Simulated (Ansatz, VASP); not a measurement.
# Al in VASP and in Ansatz

```xyz
4
Lattice="-1.6063 1.6063 -1.6063 -1.6063 -1.6063 1.6063 -1.2851 5.7827 7.0678" Properties=species:S:1:pos:R:3 pbc="T T T"
Al    0.0000    5.6221    5.6221
Al   -1.6063    0.8032    0.8032
Al    0.0000    2.4095    2.4095
Al   -1.6063    4.0158    4.0158
```

Alike in both runs: task single point; functional PBEsol; k mesh 16 × 16 × 5; occupations gaussian, width 0.15 eV; no spin polarisation.

|  | VASP | Ansatz |
| --- | --- | --- |
| version | VASP 6.6.1 | Ansatz 0.2.0 |
| potentials or method | VASP PAW PBE potentials, release 64 (Al), cutoff 520 eV | scalar-relativistic, plane waves, PAW |
| valence electrons in the cell | 12 | 12 |

|  | VASP | Ansatz | Ansatz less VASP |
| --- | --- | --- | --- |
| gap on the k mesh at the Fermi level (eV) | none | none | - |
| pressure (GPa) | 1.8 | 1.7 | -0.09 |
| traceless stress, the component that is largest in VASP (GPa) | 4.24 | 4.22 | -0.025 |
| rms of the force components (eV/Å) | 0.420 | 0.418 | -0.0026 |

VASP's potentials were made for PBE, not for PBEsol, and Ansatz warns of the same on its side. Atom by atom the forces differ by 0.003 eV/Å (rms over components). A gap of «none» marks a metal or a gap that the smearing closes.
